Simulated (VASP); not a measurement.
# Te (C2/m) in VASP: a series of runs

The runs below take Te through electric field gradients, with LDA.

All numbers are computed with VASP 6.6.1; they aren't measurements. Logs are shortened: lines on timing, memory, paths and dates and some standing lists are left out, and cuts for length are marked.

### Step 1. The cell of the first run

It takes space group C2/m (No. 12, monoclinic). Conventional cell: a = 8.384 Å, b = 4.695 Å, c = 3.959 Å, α = 90.00°, β = 91.87°, γ = 90.00°. Te (site symmetry m) has 14 Te at 2.97 to 3.98 Å within 4.0 Å. Te (site symmetry 2/m) has 14 Te at 2.97 to 3.96 Å within 4.0 Å.

### Step 2. Electric field gradients, LDA (equal xx and yy strain of -1 %)

INCAR reads:

```
  PREC = Accurate
  ENCUT = 520
  EDIFF = 1E-8
  ISMEAR = -1
  SIGMA = 0.05
  LREAL = False
  LASPH = True
  NELM = 60
  ALGO = Normal
  ISIF = 2
  LWAVE = False
  LCHARG = False
  GGA = CA
  LEFG = True
  NBANDS = 16
```

KPOINTS reads:

```
Automatic mesh
0
Gamma
  8 8 8
```

POSCAR reads:

```
Te
1.0
    4.1917590000     -2.3474880000      0.0000000000
    4.1917590000      2.3474880000      0.0000000000
   -0.1291455000      0.0000000000      3.9573500000
Te
3
Direct
    0.6760000000      0.6760000000      0.6750000000
    0.3240000000      0.3240000000      0.3250000000
    0.0000000000      0.0000000000      0.0000000000
```

Potentials or basis: VASP PAW LDA potentials, release 64 (Te).

Run with:

```console
> cat potpaw_LDA.64/Te/POTCAR > POTCAR
> mpirun -np 1 vasp_std > vasp.out
```

OUTCAR:

```text
PREC = Accurate
   ENCUT = 520
   EDIFF = 1E-8
   ISMEAR = -1
   LREAL = False
   LASPH = True
   NELM = 60
   ISIF = 2
   GGA = CA

 ion  position               nearest neighbor table
   1  0.676  0.676  0.675-   3 2.97   2 3.01   2 3.01   3 3.08   3 3.08   2 3.22   2 3.67   2 3.67

   2  0.324  0.324  0.325-   3 2.97   1 3.01   1 3.01   3 3.08   3 3.08   1 3.22   1 3.67   1 3.67

   3  0.000  0.000  0.000-   1 2.97   2 2.97   1 3.08   1 3.08   2 3.08   2 3.08

  LATTYP: Found a base centered monoclinic cell.
 ALAT       =     8.3835180000
 B/A-ratio  =     0.5600245625
 C/A-ratio  =     0.4722905978
 COS(beta)  =    -0.0326169747

  Lattice vectors:

 A1 = (   4.1917590000,  -2.3474880000,   0.0000000000)
 A2 = (   4.1917590000,   2.3474880000,   0.0000000000)
 A3 = (  -0.1291455000,   0.0000000000,   3.9573500000)

Analysis of symmetry for initial positions (statically):
=====================================================================
 Subroutine PRICEL returns:
 Original cell was already a primitive cell.

 Routine SETGRP: Setting up the symmetry group for a
 base centered monoclinic supercell.

 Subroutine GETGRP returns: Found  4 space group operations
 (whereof  4 operations were pure point group operations)
 out of a pool of  4 trial point group operations.

The static configuration has the point symmetry C_2h.

Analysis of symmetry for dynamics (positions and initial velocities):
=====================================================================
 Subroutine PRICEL returns:
 Original cell was already a primitive cell.

 Routine SETGRP: Setting up the symmetry group for a
 base centered monoclinic supercell.

 Subroutine GETGRP returns: Found  4 space group operations
 (whereof  4 operations were pure point group operations)
 out of a pool of  4 trial point group operations.

The dynamic configuration has the point symmetry C_2h.

 Subroutine INISYM returns: Found  4 space group operations
 (whereof  4 operations are pure point group operations),
 and found     1 'primitive' translations

----------------------------------------------------------------------------------------

                                     Primitive cell

  volume of cell :      77.8815

  direct lattice vectors                    reciprocal lattice vectors
     4.191759000 -2.347488000  0.000000000     0.119281667 -0.212993634  0.003892678
     4.191759000  2.347488000  0.000000000     0.119281667  0.212993634  0.003892678
    -0.129145500  0.000000000  3.957350000     0.000000000  0.000000000  0.252694354

  length of vectors
     4.804325491  4.804325491  3.959456728     0.244150685  0.244150685  0.252694354

  position of ions in fractional coordinates (direct lattice)
     0.676000000  0.676000000  0.675000000
     0.324000000  0.324000000  0.325000000
     0.000000000  0.000000000  0.000000000

  ion indices of the primitive-cell ions
   primitive index   ion index
                 1           1
                 2           2
                 3           3

----------------------------------------------------------------------------------------

 KPOINTS: Automatic mesh

Automatic generation of k-mesh.
 Grid dimensions read from file:
 generate k-points for:    8    8    8

 Generating k-lattice:

  Cartesian coordinates                     Fractional coordinates (reciprocal lattice)
     0.014910208 -0.026624204  0.000486585     0.125000000  0.000000000  0.000000000
     0.014910208  0.026624204  0.000486585     0.000000000  0.125000000  0.000000000
     0.000000000  0.000000000  0.031586794     0.000000000  0.000000000  0.125000000

  Length of vectors
     0.030518836  0.030518836  0.031586794

  Shift w.r.t. Gamma in fractional coordinates (k-lattice)
     0.000000000  0.000000000  0.000000000

 Subroutine IBZKPT returns following result:
 ===========================================

 Found    150 irreducible k-points:

 Following reciprocal coordinates:
            Coordinates               Weight
  0.000000  0.000000  0.000000      1.000000
  0.125000  0.000000  0.000000      4.000000
  0.250000  0.000000  0.000000      4.000000
  0.375000  0.000000  0.000000      4.000000
  0.500000  0.000000  0.000000      2.000000
  0.125000  0.125000  0.000000      2.000000
[... 16 lines left out ...]
  0.125000  0.000000  0.125000      4.000000
  0.250000  0.000000  0.125000      4.000000
 [... further k-points ...]
   k-points           NKPTS =    150   k-points in BZ     NKDIM =    150   number of bands    NBANDS=     16
   number of dos      NEDOS =    301   number of ions     NIONS =      3
   total plane-waves  NPLWV =  38880
   dimension x,y,z NGX =    36 NGY =   36 NGZ =   30
   dimension x,y,z NGXF=    72 NGYF=   72 NGZF=   60
   ions per type =               3
   NGX,Y,Z   is equivalent  to a cutoff of  12.46, 12.46, 12.60 a.u.
   NGXF,Y,Z  is equivalent  to a cutoff of  24.91, 24.91, 25.19 a.u.
 SYSTEM =  unknown system
   PREC   = accura    normal or accurate (medium, high low for compatibility)
   ISTART =      0    job   : 0-new  1-cont  2-samecut
   ICHARG =      2    charge: 1-file 2-atom 10-const
   ISPIN  =      1    spin polarized calculation?
   LNONCOLLINEAR =      F non collinear calculations
   LSORBIT =      F    spin-orbit coupling
   LASPH  =      T    aspherical Exc in radial PAW
   ENCUT  =  520.0 eV  38.22 Ry    6.18 a.u.   8.93  8.93  7.36*2*pi/ulx,y,z
   NELM   =     60;   NELMIN=  2; NELMDL= -5     # of ELM steps
   EDIFF  = 0.1E-07   stopping-criterion for ELM
   LREAL  =      F    real-space projection
   EDIFFG = 0.1E-06   stopping-criterion for IOM
   NSW    =      0    number of steps for IOM
   IBRION =     -1    ionic relax: 0-MD 1-quasi-New 2-CG
   NFREE  =      0    steps in history (QN), initial steepest desc. (CG)
   ISIF   =      2    stress and relaxation
   ISYM   =      2    0-nonsym 1-usesym 2-fastsym
   POTIM  = 0.5000    time-step for ionic-motion
   TEBEG  =    0.0;   TEEND  =   0.0 temperature during run
   PSTRESS=    0.0 pullay stress
   NELECT =      18.0000    total number of electrons
   NUPDOWN=      -1.0000    fix difference up-down
   EMIN   =  10.00;   EMAX   =-10.00  energy-range for DOS
   EFERMI =   0.00;   METHOD = LEGACY
   ISMEAR =    -1;   SIGMA  =   0.05  broadening in eV -4-tet -1-fermi 0-gaus
   EFERMI_NEDOS =   21; number of points for ismear=-14 and -15
   IALGO  =     38    algorithm
   IMIX   =      4    mixing-type and parameters
     AMIX     =   0.40;   BMIX     =  1.00
     AMIX_MAG =   1.60;   BMIX_MAG =  1.00
  volume/ion in A,a.u.               =      25.96       175.19
  Fermi-wavevector in a.u.,A,eV,Ry     =   1.004664  1.898540 13.733044  1.009350
  Thomas-Fermi vector in A             =   2.137295
   LORBIT       =      0    0 simple, 1 ext, 2 COOP (PROOUT), +10 PAW based schemes
   GGA     = CA    functional components
   LHFCALC =     F    Hartree Fock is set to
   AEXX    =    0.0000 exact exchange contribution
   IVDW    =     0    specifies the selected vdW correction
   LEPSILON=     F    determine dielectric tensor
   LRPA    =     F    only Hartree local field effects (RPA)
 non-spin polarized calculation
  energy-cutoff  :      520.00
  volume of cell :       77.88
 maximum number of plane-waves:      2117
   NGX = 17   NGY = 17   NGZ = 15

 number of electron      18.0000000 magnetization

 Free energy of the ion-electron system (eV)
  ---------------------------------------------------
  ext. energy  EPLUGINS =         0.00000000
  ---------------------------------------------------
  free energy    TOTEN  =       -11.06148828 eV

  energy without entropy =      -11.04713242  energy(sigma->0) =      -11.05431035

 E-fermi :   9.2219     XC(G=0): -10.5691

 val. band max:        9.2215227906   @ k =   0.3750   0.1250   0.2500
 cond. band min:       9.2367117449   @ k =   0.3750   0.0000   0.1250
 fundamental gap:      0.0151889543
 Fermi energy:         9.2219129465

 k-point     1 :       0.0000    0.0000    0.0000
  band No.  band energies     occupation
      1      -5.8205      2.00000
      2      -0.4228      2.00000
      3      -0.3737      2.00000
      4       4.4063      2.00000
      5       4.6890      2.00000
      6       5.2078      2.00000
[... 433 lines left out ...]
      3      -0.5578      2.00000
      4       3.3038      2.00000
      5       3.6367      2.00000
      6       6.6377      2.00000
[... 8 lines left out ...]
     15      16.4217      0.00000
     16      17.2129      0.00000

 [... further k-points ...]

------------------------ aborting loop because EDIFF is reached ----------------------------------------

  FORCE on cell =-STRESS in cart. coord.  units (eV):
  Direction    XX          YY          ZZ          XY          YZ          ZX
  --------------------------------------------------------------------------------------
  -------------------------------------------------------------------------------------
  Total        3.2950469      3.3782907      3.4690482      0.0000000      0.0000000      0.4433005
  in kB       67.7856922     69.4981844     71.3652474      0.0000000      0.0000000      9.1195756
  external PRESSURE =      69.5497080 kB  Pullay stress =       0.0000000 kB

 VOLUME and BASIS-vectors are now :
 -----------------------------------------------------------------------------
  energy-cutoff  :      520.00
  volume of cell :       77.88
      direct lattice vectors                 reciprocal lattice vectors
     4.191759000 -2.347488000  0.000000000     0.119281667 -0.212993634  0.003892678
     4.191759000  2.347488000  0.000000000     0.119281667  0.212993634  0.003892678
    -0.129145500  0.000000000  3.957350000     0.000000000  0.000000000  0.252694354

 POSITION                                       TOTAL-FORCE (eV/Angst)
 -----------------------------------------------------------------------------------
      5.58008      0.00000      2.67121        -0.479453      0.000000     -0.216009
      2.67429      0.00000      1.28614         0.479453      0.000000      0.216009
      0.00000      0.00000      0.00000         0.000000      0.000000      0.000000
 -----------------------------------------------------------------------------------
    total drift:                               -0.000000      0.000000      0.000000

  FREE ENERGIE OF THE ION-ELECTRON SYSTEM (eV)
  ---------------------------------------------------
  free  energy   TOTEN  =       -11.0614882769 eV

  energy  without entropy=      -11.0471324248  energy(sigma->0) =      -11.05431035

 Electric field gradients (V/A^2)
---------------------------------------------------------------------
 ion       V_xx      V_yy      V_zz      V_xy      V_xz      V_yz
---------------------------------------------------------------------
   1     104.960   159.482  -264.442    -0.000   -47.655     0.000
   2     104.960   159.482  -264.442    -0.000   -47.655     0.000
   3     240.966    54.606  -295.572    -0.000    74.778     0.000
---------------------------------------------------------------------

 Electric field gradients after diagonalization (V/A^2)
 (convention: |V_zz| > |V_xx| > |V_yy|)
----------------------------------------------------------------------
 ion       V_xx      V_yy      V_zz     asymmetry (V_yy - V_xx)/ V_zz
----------------------------------------------------------------------
   1     159.482   111.008  -270.491       0.179
   2     159.482   111.008  -270.491       0.179
   3     251.193    54.606  -305.799       0.643
----------------------------------------------------------------------

           NMR quadrupolar parameters

 Cq : quadrupolar parameter    Cq=e*Q*V_zz/h
 eta: asymmetry parameters     (V_yy - V_xx)/ V_zz
 Q  : nuclear electric quadrupole moment in mb (millibarn)
----------------------------------------------------------------------
 ion       Cq(MHz)       eta       Q (mb)
----------------------------------------------------------------------
   1      -0.654       0.179       1.000
   2      -0.654       0.179       1.000
   3      -0.739       0.643       1.000
----------------------------------------------------------------------
```

Wall time 2.6 min (1 thread of Intel Xeon Platinum 8375C at 2.90GHz (Ice Lake), shared host); peak memory 0.26 GiB.

Results:

| Item | Value |
| --- | --- |
| Free energy | -11.0615 eV |
| Pressure | 7.0 GPa |
| Largest force | 0.526 eV/Å |
| Band gap on the k mesh | zero (bands 9 and 10 overlap by 3.61 eV) |
| Largest electric field gradient by atom | Te -270.5, -305.8 (each value once) V/Å² |

Forces in eV/Å, atoms in the order of the input:
```
Te  -0.479  0.000 -0.216
Te   0.479  0.000  0.216
Te   0.000  0.000  0.000
```

Stress tensor (GPa, compression positive):
```
6.78 0.00 0.91
0.00 6.95 0.00
0.91 0.00 7.14
```

Levels at points of the mesh, in eV from the Fermi level:
```tsv
k point	band 7	band 8	band 9	band 10	band 11	band 12
(0.00, 0.00, 0.00)	-3.99	-2.30	-1.99	1.56	2.93	3.28
(0.50, 0.00, 0.00)	-2.75	0.14	0.20	0.44	0.89	2.74
(0.50, 0.50, 0.00)	-2.41	0.43	0.53	0.63	0.75	2.34
(0.00, 0.00, 0.50)	-2.68	-1.93	-1.90	-1.87	-1.68	-1.10
(0.50, 0.00, 0.50)	-3.99	-3.82	1.74	1.95	1.98	3.25
(0.50, 0.50, 0.50)	-3.99	-3.83	1.61	1.78	2.32	2.71
```

Electric field gradients, principal values (V/Å²):
| atom | least | middle | greatest (by size) |
| --- | --- | --- | --- |
| 1 Te | 111.008 | 159.482 | -270.491 |
| 2 Te | 111.008 | 159.482 | -270.491 |
| 3 Te | 54.606 | 251.193 | -305.799 |

Caveat: the cell differs from its parent crystal (equal xx and yy strain of -1 %); the cell stands under pressure; without QUAD_EFG the Cq values of the log hold for a quadrupole moment of 1 mb, not for the nuclei; spin-orbit coupling is left out, which moves the levels of the heavy elements.

### Step 3. Electric field gradients, LDA (equal xx and yy strain of -1 %)

INCAR reads:

```
SYSTEM = Te
ALGO     = Normal         ! electronic algorithm
EDIFF    = 1E-8           ! SCF threshold, eV
ENCUT    = 520            ! plane-wave cutoff, eV
ISIF     = 2              ! what is computed and relaxed
ISMEAR   = -1             ! smearing method
LASPH    = .TRUE.         ! aspherical terms in the spheres
LCHARG   = .FALSE.        ! write CHGCAR
LEFG     = .TRUE.       
LREAL    = .FALSE.        ! projectors in reciprocal space
LWAVE    = .FALSE.        ! write WAVECAR
NBANDS   = 16             ! bands
NELM     = 60             ! most SCF steps
PREC     = Accurate       ! precision mode
SIGMA    = 0.05           ! smearing width, eV
```

KPOINTS reads:

```
k-points
0
G
  8 8 8
  0 0 0
```

POSCAR is that of step 2.

Potentials or basis: VASP PAW LDA potentials, release 64 (Te).

Run with:

```console
> cat potpaw_LDA.64/Te/POTCAR > POTCAR
> mpirun -np 1 vasp_std > vasp.out
```

OUTCAR:

```text
SYSTEM = Te
   EDIFF = 1E-8
   ENCUT = 520
   ISIF = 2
   ISMEAR = -1
   LASPH = .TRUE.
   LREAL = .FALSE.
   NELM = 60
   PREC = Accurate

 ion  position               nearest neighbor table
   1  0.676  0.676  0.675-   3 2.97   2 3.01   2 3.01   3 3.08   3 3.08   2 3.22   2 3.67   2 3.67

   2  0.324  0.324  0.325-   3 2.97   1 3.01   1 3.01   3 3.08   3 3.08   1 3.22   1 3.67   1 3.67

   3  0.000  0.000  0.000-   1 2.97   2 2.97   1 3.08   1 3.08   2 3.08   2 3.08

  LATTYP: Found a base centered monoclinic cell.
 ALAT       =     8.3835180000
 B/A-ratio  =     0.5600245625
 C/A-ratio  =     0.4722905978
 COS(beta)  =    -0.0326169747

  Lattice vectors:

 A1 = (   4.1917590000,  -2.3474880000,   0.0000000000)
 A2 = (   4.1917590000,   2.3474880000,   0.0000000000)
 A3 = (  -0.1291455000,   0.0000000000,   3.9573500000)

Analysis of symmetry for initial positions (statically):
=====================================================================
 Subroutine PRICEL returns:
[... 655 lines left out ...]

 POSITION                                       TOTAL-FORCE (eV/Angst)
 -----------------------------------------------------------------------------------
      5.58008      0.00000      2.67121        -0.479453      0.000000     -0.216009
      2.67429      0.00000      1.28614         0.479453      0.000000      0.216009
      0.00000      0.00000      0.00000         0.000000      0.000000      0.000000
 -----------------------------------------------------------------------------------
    total drift:                               -0.000000      0.000000      0.000000

  FREE ENERGIE OF THE ION-ELECTRON SYSTEM (eV)
  ---------------------------------------------------
  free  energy   TOTEN  =       -11.0614882769 eV

  energy  without entropy=      -11.0471324248  energy(sigma->0) =      -11.05431035

 Electric field gradients (V/A^2)
---------------------------------------------------------------------
 ion       V_xx      V_yy      V_zz      V_xy      V_xz      V_yz
---------------------------------------------------------------------
   1     104.960   159.482  -264.442    -0.000   -47.655     0.000
   2     104.960   159.482  -264.442    -0.000   -47.655     0.000
   3     240.966    54.606  -295.572    -0.000    74.778     0.000
---------------------------------------------------------------------

 Electric field gradients after diagonalization (V/A^2)
 (convention: |V_zz| > |V_xx| > |V_yy|)
----------------------------------------------------------------------
 ion       V_xx      V_yy      V_zz     asymmetry (V_yy - V_xx)/ V_zz
----------------------------------------------------------------------
   1     159.482   111.008  -270.491       0.179
   2     159.482   111.008  -270.491       0.179
   3     251.193    54.606  -305.799       0.643
----------------------------------------------------------------------

           NMR quadrupolar parameters

 Cq : quadrupolar parameter    Cq=e*Q*V_zz/h
 eta: asymmetry parameters     (V_yy - V_xx)/ V_zz
 Q  : nuclear electric quadrupole moment in mb (millibarn)
----------------------------------------------------------------------
 ion       Cq(MHz)       eta       Q (mb)
----------------------------------------------------------------------
   1      -0.654       0.179       1.000
   2      -0.654       0.179       1.000
   3      -0.739       0.643       1.000
----------------------------------------------------------------------
```

Run time: 2.3 min. Hardware: 1 thread of Intel Xeon Platinum 8375C at 2.90GHz (Ice Lake), shared host; peak memory 0.26 GiB.

What came out:

```
Free energy                             : -11.0615 eV
Pressure                                : 7.0 GPa
Largest force                           : 0.526 eV/Å
Band gap on the k mesh                  : zero (bands 9 and 10 overlap by 3.61 eV)
Largest electric field gradient by atom : Te -270.5, -305.8 (each value once) V/Å²
```

Forces in eV/Å, atoms in the order of the input:
```
Te  -0.479  0.000 -0.216
Te   0.479  0.000  0.216
Te   0.000  0.000  0.000
```

Stress tensor (GPa, compression positive):
```
6.78 0.00 0.91
0.00 6.95 0.00
0.91 0.00 7.14
```

Levels at points of the mesh, in eV from the Fermi level:
```csv
k point,band 7,band 8,band 9,band 10,band 11,band 12
"(0.00, 0.00, 0.00)",-3.99,-2.30,-1.99,1.56,2.93,3.28
"(0.50, 0.00, 0.00)",-2.75,0.14,0.20,0.44,0.89,2.74
"(0.50, 0.50, 0.00)",-2.41,0.43,0.53,0.63,0.75,2.34
"(0.00, 0.00, 0.50)",-2.68,-1.93,-1.90,-1.87,-1.68,-1.10
"(0.50, 0.00, 0.50)",-3.99,-3.82,1.74,1.95,1.98,3.25
"(0.50, 0.50, 0.50)",-3.99,-3.83,1.61,1.78,2.32,2.71
```

Electric field gradients, principal values (V/Å²):
```csv
atom,least,middle,greatest (by size)
1 Te,111.008,159.482,-270.491
2 Te,111.008,159.482,-270.491
3 Te,54.606,251.193,-305.799
```

Caveat: the cell differs from its parent crystal (equal xx and yy strain of -1 %); the cell stands under pressure; without QUAD_EFG the Cq values of the log hold for a quadrupole moment of 1 mb, not for the nuclei; spin-orbit coupling is left out, which moves the levels of the heavy elements.
